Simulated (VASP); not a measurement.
Input of a VASP 6.6.1 run:

The input INCAR:

```
SYSTEM = Br
  PREC = Accurate
  ENCUT = 600
  EDIFF = 1E-7
  ISMEAR = 0
  SIGMA = 0.02
  LREAL = .False.
  LASPH = .True.
  NELM = 60
  ALGO = Normal
  ISIF = 3
  LWAVE = .False.
  LCHARG = .False.
  GGA = PE
  IBRION = 2
  NSW = 80
  EDIFFG = -0.03
```

The input KPOINTS:

```
regular mesh
0
Gamma
  14 14 14
  0 0 0
```

POSCAR

```
Br
1.0
    3.0600000000      0.0000000000      0.0000000000
    0.0000000000      3.0600000000      0.0000000000
    0.0000000000      0.0000000000      3.0600000000
Br
1
Direct
    0.0000000000      0.0000000000      0.0000000000
```

Potentials or basis: VASP PAW PBE potentials, release 64 (Br).

Command:

```bash
$ cat potpaw_PBE.64/Br/POTCAR > POTCAR
$ mpirun -np 1 vasp_std > vasp.out
```

(1) Predict the relaxed volume.

(2) Estimate the band gap on the k mesh.

Results:

(1) 29.75 Å³/atom.

(2) zero (an odd number of electrons rules out a gap without spin polarisation).

Caveat: an odd number of electrons without spin polarisation forces a metal; a magnetic or distorted state may lie lower.
